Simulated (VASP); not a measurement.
Sb, 1 atom in the cell. The structure is cubic, space group Fm-3m (No. 225). The conventional cell has a = 4.574 Å, b = 4.574 Å, c = 4.574 Å, α = 90.00°, β = 90.00°, γ = 90.00°. Sb (site symmetry m-3m) has 12 Sb at 3.23 Å within 4.3 Å.  This cell differs from its parent crystal: volume scaled by 0.88.

| Property | Result |
| --- | --- |
| Program | VASP 6.6.1 |
| Task | single point |
| Functional | r2SCAN |
| Potentials or basis | VASP PAW PBE potentials, release 64 (Sb) |
| Cutoff | 520 eV |
| k mesh | 13 × 13 × 13 |
| Occupations | fermi-dirac, width 0.1 eV |
| Spin | no spin polarisation |
| Dipole correction | no |
| Further INCAR settings | ALGO = Normal; EDIFF = 1e-06; NBANDS = 8 |

Potentials or basis: VASP PAW PBE potentials, release 64 (Sb).

Launch:

```sh
$ cat potpaw_PBE.64/Sb/POTCAR > POTCAR
$ cp INCAR.step1 INCAR
$ mpirun -np 1 vasp_std > vasp.out
$ cp INCAR.step2 INCAR
$ mpirun -np 1 vasp_std > vasp.out
```

Hardware: 1 thread of Intel Xeon 6975P-C, on a shared host.

Task: How long does it take, and how much memory?

Result: Run time: 25 s on 1 thread of Intel Xeon 6975P-C, on a shared host, peak memory 0.15 GiB. Counts: k points 84.
